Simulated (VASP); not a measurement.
A run of VASP 6.6.1 is set up as follows.

The input INCAR:

```
ALGO     = Normal         # electronic algorithm
EDIFF    = 1E-6           # SCF threshold, eV
ENCUT    = 520            # plane-wave cutoff, eV
GGA      = CA             # functional
ISIF     = 2              # what is computed and relaxed
ISMEAR   = 0              # smearing method
LASPH    = True           # aspherical terms in the spheres
LCHARG   = False          # write CHGCAR
LREAL    = False          # projectors in reciprocal space
LWAVE    = False          # write WAVECAR
NBANDS   = 22             # bands
NELM     = 80             # most SCF steps
PREC     = Accurate       # precision mode
SIGMA    = 0.02           # smearing width, eV
```

Contents of KPOINTS:

```
k-points
0
Gamma
  9 9 9
```

Contents of POSCAR:

```
I
1.0
    3.2196154791     -2.0638252228      0.0000000000
    3.2196154791      2.0638252228      0.0000000000
    0.0000000000      0.0000000000      9.3054853179
I
4
Direct
    0.8067052501      0.1932947499      0.8763035582
    0.3067052501      0.6932947499      0.6236964418
    0.1932947499      0.8067052501      0.1236964418
    0.6932947499      0.3067052501      0.3763035582
```

Potentials or basis: VASP PAW LDA potentials, release 64 (I).

Launch:

```bash
$ cat potpaw_LDA.64/I/POTCAR > POTCAR
$ mpirun -np 1 vasp_std > vasp.out
```

(1) What does it give for the largest force?

(2) Estimate the band gap on the k mesh.

(3) Estimate the pressure.

## Answers

(1) 0.006 eV/Å.

(2) 0.39 eV (least direct gap 0.85 eV).

(3) 5.0 GPa.

Caveat: the cell stands under pressure; spin-orbit coupling is left out, which moves the levels of the heavy elements.
